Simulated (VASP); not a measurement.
Write the native input for VASP 6.6.1 that does the following.

- Task: single point
- Functional: PBE
- Dispersion: D3(BJ)
- Potentials or basis: VASP PAW PBE potentials, release 64 (W_sv, Se)
- Cutoff: 520 eV
- k mesh: 9 × 9 × 4
- Occupations: gaussian, width 0.05 eV
- Spin: no spin polarisation
- Dipole correction: no
- Further INCAR settings: ALGO = Normal; EDIFF = 1e-06; NBANDS = 20

The structure of WSe2 lies in POSCAR:

```
WSe2
1.0
    3.6942690064      0.0000000000      0.0000000000
   -1.8471345032      2.3474253871      0.0000000000
    0.0000000000      0.0000000000      7.3327815212
W Se
1 2
Direct
    0.0000000000      0.0000000000      0.0000000000
    0.3333333333      0.6666666667      0.2405528385
    0.3333333333      0.6666666667      0.7594471615
```

This cell differs from its parent crystal: strain +e along x and -e along y +0.1500, strain +e along z and -e/2 along x and y +0.0467.

These files were run (other wordings do the same):

INCAR

```
SYSTEM = WSe2
ALGO = Normal
EDIFF = 1E-6
ENCUT = 520
GGA = PE
ISIF = 2
ISMEAR = 0
IVDW = 12
LASPH = .TRUE.
LCHARG = .FALSE.
LREAL = .FALSE.
LWAVE = .FALSE.
NBANDS = 20
NELM = 80
PREC = Accurate
SIGMA = 0.05
```

KPOINTS

```
k-points
0
G
  9 9 4
  0 0 0
```

Potentials or basis: VASP PAW PBE potentials, release 64 (W_sv, Se).

Command:

```bash
$ cat potpaw_PBE.64/W_sv/POTCAR potpaw_PBE.64/Se/POTCAR > POTCAR
$ mpirun -np 1 vasp_std > vasp.out
```

Results of the run:

```
Pressure                   : 9.3 GPa
Largest force              : 3.076 eV/Å
Band gap on the k mesh     : 0.10 eV (least direct gap 0.41 eV)
Dispersion energy per atom : -0.444 eV
```

Caveat: the cell differs from its parent crystal (strain +e along x and -e along y +0.1500, strain +e along z and -e/2 along x and y +0.0467); the cell stands under pressure; spin-orbit coupling is left out, which moves the levels of the heavy elements; an odd mesh through Γ misses points on the zone boundary, where band edges can lie; forces of over 1 eV/Å act on the atoms, so gaps and moduli don't describe the material at rest.

Run time: 2.2 min on 1 thread of AMD EPYC 7R13 (shared host), peak memory 0.23 GiB.
